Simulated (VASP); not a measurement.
# TiO2 in VASP: further runs

The runs below take TiO2 through single point, with PBE.

Everything below comes from runs of VASP 6.6.1. Logs are shortened: lines on timing, memory, paths and dates and some standing lists are left out, and cuts for length are marked.

### 1 The cell of the first run

The cell holds an amorphous packing of atoms, 18 atoms: a = 5.969 Å, b = 6.077 Å, c = 5.962 Å, α = 91.03°, β = 92.39°, γ = 91.22°.

### 2 Single point, PBE

Contents of INCAR:

```
SYSTEM = TiO2
  PREC = Accurate
  ENCUT = 520
  EDIFF = 1E-6
  ISMEAR = -1
  SIGMA = 0.1172
  LREAL = Auto
  LASPH = .True.
  NELM = 80
  ALGO = Normal
  ISIF = 2
  LWAVE = .False.
  LCHARG = .False.
  GGA = PE
  NBANDS = 87
  ISYM = 0
```

Contents of KPOINTS:

```
regular mesh
0
Gamma
  1 1 1
  0 0 0
```

Contents of POSCAR:

```
TiO2
1.0
    5.9678230000     -0.0646880000     -0.1248110000
   -0.0646880000      6.0763150000     -0.0548890000
   -0.1248110000     -0.0548890000      5.9604060000
Ti O
6 12
Direct
    0.9117790068      0.0679797283      0.8545260824
    0.4799397208      0.8048646122      0.6854301486
    0.9697015226      0.4906343859      0.6826873618
    0.7249790998      0.5576186338      0.2331982915
    0.0369784489      0.0230036509      0.4128945184
    0.4409973684      0.0513802593      0.1523147137
    0.9580578123      0.8303344592      0.6944722191
    0.5172462320      0.3438492789      0.2122812712
    0.1133095759      0.1970273270      0.7151948902
    0.9045201130      0.3062442137      0.4064514227
    0.8226090106      0.8673287256      0.2758588022
    0.2512499871      0.6166563796      0.6167820471
    0.6073142775      0.0919288179      0.8159651177
    0.1291266386      0.0447282167      0.0980486081
    0.6798143573      0.5637636783      0.5510733219
    0.3590295311     -0.0155624206      0.4370079201
    0.4860235041      0.7615658633      1.0273859982
    0.8761804638      0.4821951151      0.9947175021
```

Potentials or basis: VASP PAW PBE potentials, release 64 (Ti_sv, O).

Run with:

```console
$ cat potpaw_PBE.64/Ti_sv/POTCAR potpaw_PBE.64/O/POTCAR > POTCAR
$ mpirun -np 1 vasp_gam > vasp.out
```

OUTCAR:

```text
SYSTEM = TiO2
   PREC = Accurate
   ENCUT = 520
   EDIFF = 1E-6
   ISMEAR = -1
   LREAL = Auto
   LASPH = .True.
   NELM = 80
   ISIF = 2
   GGA = PE
   ISYM = 0

 ion  position               nearest neighbor table
   1  0.912  0.068  0.855-   9 1.68   7 1.75  13 1.83  14 1.92   5 2.78   3 2.80
   2  0.480  0.805  0.685-  12 1.79  16 1.98  13 2.02  17 2.06  15 2.08
   3  0.970  0.491  0.683-  12 1.89  15 1.93  18 1.97  10 2.00   9 2.00   7 2.07   1 2.80
   4  0.725  0.558  0.233-  18 1.77   8 1.78  15 1.93  11 1.97  10 2.14  17 2.25
   5  0.037  0.023  0.413-  11 1.74  10 1.91  16 1.94  14 1.98   9 2.10   7 2.13   1 2.78
   6  0.441  0.051  0.152-  16 1.84   8 1.85  14 1.88  17 1.93  13 2.29
   7  0.958  0.830  0.694-   1 1.75   3 2.07   5 2.13
   8  0.517  0.344  0.212-   4 1.78   6 1.85
   9  0.113  0.197  0.715-   1 1.68   3 2.00   5 2.10
  10  0.905  0.306  0.406-   5 1.91   3 2.00   4 2.14
  11  0.823  0.867  0.276-   5 1.74   4 1.97
  12  0.251  0.617  0.617-   2 1.79   3 1.89
  13  0.607  0.092  0.816-   1 1.83   2 2.02   6 2.29
  14  0.129  0.045  0.098-   6 1.88   1 1.92   5 1.98
  15  0.680  0.564  0.551-   4 1.93   3 1.93   2 2.08
  16  0.359  0.984  0.437-   6 1.84   5 1.94   2 1.98
  17  0.486  0.762  0.027-   6 1.93   2 2.06   4 2.25
  18  0.876  0.482  0.995-   4 1.77   3 1.97

IMPORTANT INFORMATION: All symmetrisations will be switched off!
NOSYMM: (Re-)initialisation of all symmetry stuff for point group C_1.

----------------------------------------------------------------------------------------

                                     Primitive cell

  volume of cell :     216.0000

  direct lattice vectors                    reciprocal lattice vectors
     5.967823000 -0.064688000 -0.124811000     0.167658758  0.001816748  0.003527507
    -0.064688000  6.076315000 -0.054889000     0.001816748  0.164606808  0.001553896
    -0.124811000 -0.054889000  5.960406000     0.003527507  0.001553896  0.167861982

  length of vectors
     5.969478510  6.076907217  5.961965303     0.167705704  0.164624167  0.167906232

  position of ions in fractional coordinates (direct lattice)
     0.911779007  0.067979728  0.854526082
     0.479939721  0.804864612  0.685430149
     0.969701523  0.490634386  0.682687362
     0.724979100  0.557618634  0.233198292
     0.036978449  0.023003651  0.412894518
     0.440997368  0.051380259  0.152314714
[... 10 lines left out ...]
     0.486023504  0.761565863  0.027385998
     0.876180464  0.482195115  0.994717502

  ion indices of the primitive-cell ions
   primitive index   ion index
                 1           1
                 2           2
                 3           3
                 4           4
                 5           5
                 6           6
[... 10 lines left out ...]
                17          17
                18          18

----------------------------------------------------------------------------------------

 KPOINTS: regular mesh

Automatic generation of k-mesh.
 Grid dimensions read from file:
 generate k-points for:    1    1    1

 Generating k-lattice:

  Cartesian coordinates                     Fractional coordinates (reciprocal lattice)
     0.167658758  0.001816748  0.003527507     1.000000000 -0.000000000 -0.000000000
     0.001816748  0.164606808  0.001553896    -0.000000000  1.000000000  0.000000000
     0.003527507  0.001553896  0.167861982     0.000000000  0.000000000  1.000000000

  Length of vectors
     0.167705704  0.164624167  0.167906232

  Shift w.r.t. Gamma in fractional coordinates (k-lattice)
     0.000000000  0.000000000  0.000000000

 Subroutine IBZKPT returns following result:
 ===========================================

 Found      1 irreducible k-points:

 Following reciprocal coordinates:
            Coordinates               Weight
  0.000000  0.000000  0.000000      1.000000
   k-points           NKPTS =      1   k-points in BZ     NKDIM =      1   number of bands    NBANDS=     87
   number of dos      NEDOS =    301   number of ions     NIONS =     18
   total plane-waves  NPLWV = 110592
   dimension x,y,z NGX =    48 NGY =   48 NGZ =   48
   dimension x,y,z NGXF=    96 NGYF=   96 NGZF=   96
   ions per type =               6  12
   NGX,Y,Z   is equivalent  to a cutoff of  13.37, 13.13, 13.38 a.u.
   NGXF,Y,Z  is equivalent  to a cutoff of  26.74, 26.26, 26.77 a.u.
 SYSTEM =  TiO2
   PREC   = accura    normal or accurate (medium, high low for compatibility)
   ISTART =      0    job   : 0-new  1-cont  2-samecut
   ICHARG =      2    charge: 1-file 2-atom 10-const
   ISPIN  =      1    spin polarized calculation?
   LNONCOLLINEAR =      F non collinear calculations
   LSORBIT =      F    spin-orbit coupling
   LASPH  =      T    aspherical Exc in radial PAW
   ENCUT  =  520.0 eV  38.22 Ry    6.18 a.u.  11.10 11.30 11.09*2*pi/ulx,y,z
   NELM   =     80;   NELMIN=  2; NELMDL= -5     # of ELM steps
   EDIFF  = 0.1E-05   stopping-criterion for ELM
   LREAL  =      T    real-space projection
   EDIFFG = 0.1E-04   stopping-criterion for IOM
   NSW    =      0    number of steps for IOM
   IBRION =     -1    ionic relax: 0-MD 1-quasi-New 2-CG
   NFREE  =      0    steps in history (QN), initial steepest desc. (CG)
   ISIF   =      2    stress and relaxation
   ISYM   =      0    0-nonsym 1-usesym 2-fastsym
   POTIM  = 0.5000    time-step for ionic-motion
   TEBEG  =    0.0;   TEEND  =   0.0 temperature during run
   PSTRESS=    0.0 pullay stress
   NELECT =     144.0000    total number of electrons
   NUPDOWN=      -1.0000    fix difference up-down
   EMIN   =  10.00;   EMAX   =-10.00  energy-range for DOS
   EFERMI =   0.00;   METHOD = LEGACY
   ISMEAR =    -1;   SIGMA  =   0.12  broadening in eV -4-tet -1-fermi 0-gaus
   EFERMI_NEDOS =   21; number of points for ismear=-14 and -15
   IALGO  =     38    algorithm
   IMIX   =      4    mixing-type and parameters
     AMIX     =   0.40;   BMIX     =  1.00
     AMIX_MAG =   1.60;   BMIX_MAG =  1.00
  volume/ion in A,a.u.               =      12.00        80.98
  Fermi-wavevector in a.u.,A,eV,Ry     =   1.430137  2.702568 27.827898  2.045293
  Thomas-Fermi vector in A             =   2.550015
   LORBIT       =      0    0 simple, 1 ext, 2 COOP (PROOUT), +10 PAW based schemes
   GGA     = PE    functional components
   LHFCALC =     F    Hartree Fock is set to
   AEXX    =    0.0000 exact exchange contribution
   IVDW    =     0    specifies the selected vdW correction
   LEPSILON=     F    determine dielectric tensor
   LRPA    =     F    only Hartree local field effects (RPA)
 non-spin polarized calculation
  energy-cutoff  :      520.00
  volume of cell :      216.00
 maximum number of plane-waves:      2896
 NGX is ok and might be reduce to    48
   NGX = 23   NGY = 23   NGZ = 23

 number of electron     144.0000013 magnetization

 Free energy of the ion-electron system (eV)
  ---------------------------------------------------
  ext. energy  EPLUGINS =         0.00000000
  ---------------------------------------------------
  free energy    TOTEN  =      -155.23236335 eV

  energy without entropy =     -155.23220856  energy(sigma->0) =     -155.23228596

 E-fermi :   4.3806     XC(G=0): -10.3699

 val. band max:        3.0563046531   @ k =   0.0000   0.0000   0.0000
 cond. band min:       5.6730334612   @ k =   0.0000   0.0000   0.0000
 fundamental gap:      2.6167288081
 Fermi energy:         4.3806218327

 k-point     1 :       0.0000    0.0000    0.0000
  band No.  band energies     occupation
      1     -53.5574      2.00000
      2     -53.3226      2.00000
      3     -53.2970      2.00000
      4     -53.2524      2.00000
      5     -52.8806      2.00000
      6     -52.7331      2.00000
[... 76 lines left out ...]
     83       6.9575      0.00000
     84       7.1457      0.00000
 [bands above 84 left out]

------------------------ aborting loop because EDIFF is reached ----------------------------------------

  FORCE on cell =-STRESS in cart. coord.  units (eV):
  Direction    XX          YY          ZZ          XY          YZ          ZX
  --------------------------------------------------------------------------------------
  -------------------------------------------------------------------------------------
  Total       13.1045406      7.4383962     12.1411853      6.8065613     -3.6220537     -2.7186471
  in kB       97.2027687     55.1742122     90.0570927     50.4875849    -26.8665389    -20.1655311
  external PRESSURE =      80.8113579 kB  Pullay stress =       0.0000000 kB

 VOLUME and BASIS-vectors are now :
 -----------------------------------------------------------------------------
  energy-cutoff  :      520.00
  volume of cell :      216.00
      direct lattice vectors                 reciprocal lattice vectors
     5.967823000 -0.064688000 -0.124811000     0.167658758  0.001816748  0.003527507
    -0.064688000  6.076315000 -0.054889000     0.001816748  0.164606808  0.001553896
    -0.124811000 -0.054889000  5.960406000     0.003527507  0.001553896  0.167861982

 POSITION                                       TOTAL-FORCE (eV/Angst)
 -----------------------------------------------------------------------------------
      5.33028      0.30718      4.97579        -1.525913     -1.922675      5.284778
      2.72658      4.82194      3.98136         1.230861     -1.846623      0.586086
      5.67006      2.88105      3.92113        -0.091163      1.222881     -0.550296
      4.26137      3.32857      1.26886        -1.149013     -0.636697     -0.633420
      0.16766      0.11472      2.45514         0.226575      1.484301      0.214893
      2.60946      0.27532      0.85000         0.026532      0.153427     -1.839092
[... 10 lines left out ...]
      2.84782      4.59457      0.06077         0.248552      0.005542     -0.699071
      5.07355      2.81869      5.79310         1.761020     -0.807150     -2.911856
 -----------------------------------------------------------------------------------
    total drift:                                0.006581      0.010435     -0.000625

  FREE ENERGIE OF THE ION-ELECTRON SYSTEM (eV)
  ---------------------------------------------------
  free  energy   TOTEN  =      -155.2323633504 eV

  energy  without entropy=     -155.2322085632  energy(sigma->0) =     -155.23228596
```

It took 93 s on 1 thread of Intel Xeon Platinum 8488C (Sapphire Rapids), shared host; peak memory 0.3 GiB.

What came out:

```yaml
Free_energy: -155.2324 eV
Pressure: 8.1 GPa
Largest_force: 5.827 eV/Å
Band_gap_on_the_k_mesh: 2.62 eV
```

Forces in eV/Å, atoms in the order of the input:
```
Ti  -1.526 -1.923  5.285
Ti   1.231 -1.847  0.586
Ti  -0.091  1.223 -0.550
Ti  -1.149 -0.637 -0.633
Ti   0.227  1.484  0.215
Ti   0.027  0.153 -1.839
O   -1.298 -0.675 -0.607
O   -1.332 -1.291 -0.832
O    2.288  3.388 -1.519
O    0.709 -0.090 -0.495
O   -1.863 -0.143 -0.355
O    0.141 -0.389  0.433
O   -1.015  0.046  0.441
O    1.197  0.733  0.359
O   -0.596  1.797  2.244
O    1.041 -1.027  0.879
O    0.249  0.006 -0.699
O    1.761 -0.807 -2.912
```

Stress tensor (GPa, compression positive):
```
 9.72  5.05 -2.02
 5.05  5.52 -2.69
-2.02 -2.69  9.01
```

Caveat: the k points lie up to 1.05 Å⁻¹ apart.

### 3 Single point, PBE

Contents of INCAR:

```
PREC = Accurate
ENCUT = 520
EDIFF = 1E-7
ISMEAR = -1
SIGMA = 0.1172
LREAL = Auto
LASPH = T
NELM = 60
ALGO = Normal
ISIF = 2
LWAVE = F
LCHARG = F
GGA = PE
NBANDS = 87
ISYM = 0
```

Contents of KPOINTS:

```
regular mesh
0
Gamma
  1 1 1
```

Contents of POSCAR:

```
TiO2
1.0
    5.9678230000     -0.0646880000     -0.1248110000
   -0.0646880000      6.0763150000     -0.0548890000
   -0.1248110000     -0.0548890000      5.9604060000
Ti O
6 12
Direct
    0.9269289519      0.0396914816      0.9163724007
    0.5027321074      0.7803873676      0.6674694944
    0.9944420060      0.5012257365      0.6487455856
    0.7530260125      0.5301183734      0.1944192387
    0.0869393055      0.0275310092      0.4313278544
    0.5059341674      0.0020067076      0.1541751175
    0.9344309878      0.8871209375      0.6560292113
    0.5293558519      0.3221942441      0.1760415906
    0.1080890063      0.2558489427      0.7414546911
    0.9455484682      0.2998441493      0.3531465802
    0.8033022361      0.8993880390      0.2284249538
    0.2470912671      0.6774312546      0.5411804552
    0.5953113000      0.0838813649      0.8726903105
    0.1749531669     -0.0087649551      0.1030079126
    0.6681458001      0.5749581466      0.5185518945
    0.4066159304      0.0297143962      0.4850673149
    0.4945642517      0.7237125877      0.9746448344
    0.9127858285      0.5107493953      0.9409339289
```

Potentials or basis: VASP PAW PBE potentials, release 64 (Ti_sv, O).

Run with:

```console
$ cat potpaw_PBE.64/Ti_sv/POTCAR potpaw_PBE.64/O/POTCAR > POTCAR
$ mpirun -np 1 vasp_gam > vasp.out
```

OUTCAR:

```text
PREC = Accurate
   ENCUT = 520
   EDIFF = 1E-7
   ISMEAR = -1
   LREAL = Auto
   LASPH = T
   NELM = 60
   ISIF = 2
   GGA = PE
   ISYM = 0

 ion  position               nearest neighbor table
   1  0.927  0.040  0.916-   7 1.80  14 1.85  13 2.01   9 2.02  11 2.21
   2  0.503  0.780  0.667-  12 1.77  15 1.85  17 1.87  16 1.96  13 2.24
   3  0.994  0.501  0.649-   9 1.74  18 1.83  12 1.97  15 2.13  10 2.13   7 2.38
   4  0.753  0.530  0.194-   8 1.82  18 1.82  15 2.03  10 2.05  11 2.26  17 2.33
[... 269 lines left out ...]
  Total       -0.7948891      0.4698148      3.2053713      0.5530971      2.4131232     -3.5096874
  in kB       -5.8960802      3.4848452     23.7758022      4.1025912     17.8993114    -26.0330632
  external PRESSURE =       7.1215224 kB  Pullay stress =       0.0000000 kB

 VOLUME and BASIS-vectors are now :
 -----------------------------------------------------------------------------
  energy-cutoff  :      520.00
  volume of cell :      216.00
      direct lattice vectors                 reciprocal lattice vectors
     5.967823000 -0.064688000 -0.124811000     0.167658758  0.001816748  0.003527507
    -0.064688000  6.076315000 -0.054889000     0.001816748  0.164606808  0.001553896
    -0.124811000 -0.054889000  5.960406000     0.003527507  0.001553896  0.167861982

 POSITION                                       TOTAL-FORCE (eV/Angst)
 -----------------------------------------------------------------------------------
      5.41481      0.13092      5.34408        -0.843234      1.714487     -0.178780
      2.86643      4.67272      3.87281         0.987133      0.881844      1.693975
      5.82126      2.94567      3.71516        -0.832075      1.380618     -1.639861
      4.43537      3.16178      1.03573        -2.590171     -1.275755     -0.301785
      0.46322      0.13799      2.55853         1.085756      1.299058     -1.077902
      2.99995     -0.02900      0.85569        -0.310190      0.890489     -0.644179
[... 10 lines left out ...]
      2.78301      4.31202      5.70783        -0.061785     -0.907782      0.204010
      5.29687      2.99278      5.46639        -0.318693      0.889021      0.650948
 -----------------------------------------------------------------------------------
    total drift:                               -0.001282      0.027533     -0.005371

  FREE ENERGIE OF THE ION-ELECTRON SYSTEM (eV)
  ---------------------------------------------------
  free  energy   TOTEN  =      -156.1790568266 eV

  energy  without entropy=     -156.1785015610  energy(sigma->0) =     -156.17877919
```

Run time: 86 s. Hardware: 1 thread of Intel Xeon Platinum 8488C (Sapphire Rapids), shared host; peak memory 0.3 GiB.

Results:

| Item | Value |
| --- | --- |
| Free energy | -156.1791 eV |
| Pressure | 0.7 GPa |
| Largest force | 3.149 eV/Å |
| Band gap on the k mesh | 2.22 eV |

Forces on the atoms (eV/Å):
```
Ti  -0.843  1.714 -0.179
Ti   0.987  0.882  1.694
Ti  -0.832  1.381 -1.640
Ti  -2.590 -1.276 -0.302
Ti   1.086  1.299 -1.078
Ti  -0.310  0.890 -0.644
O   -1.351 -1.295  1.482
O    1.171  0.520  0.061
O    0.643 -2.687  0.304
O    0.513  0.966  0.522
O    0.124 -0.713  0.269
O   -2.641 -1.711 -0.125
O    2.559 -0.104 -1.012
O    0.143 -0.047  0.676
O    2.025 -0.035  0.510
O   -0.303  0.234 -1.394
O   -0.062 -0.908  0.204
O   -0.319  0.889  0.651
```

Stress tensor (GPa, compression positive):
```
-0.59  0.41 -2.60
 0.41  0.35  1.79
-2.60  1.79  2.38
```

Levels at points of the mesh, in eV from the valence-band top:
| k point | band 68 | band 69 | band 70 | band 71 | band 72 | band 73 | band 74 | band 75 | band 76 | band 77 |
| --- | --- | --- | --- | --- | --- | --- | --- | --- | --- | --- |
| (0.00, 0.00, 0.00) | -0.84 | -0.64 | -0.34 | -0.07 | 0.00 | 2.22 | 2.46 | 2.55 | 2.67 | 2.78 |

Caveat: the k points lie up to 1.05 Å⁻¹ apart.
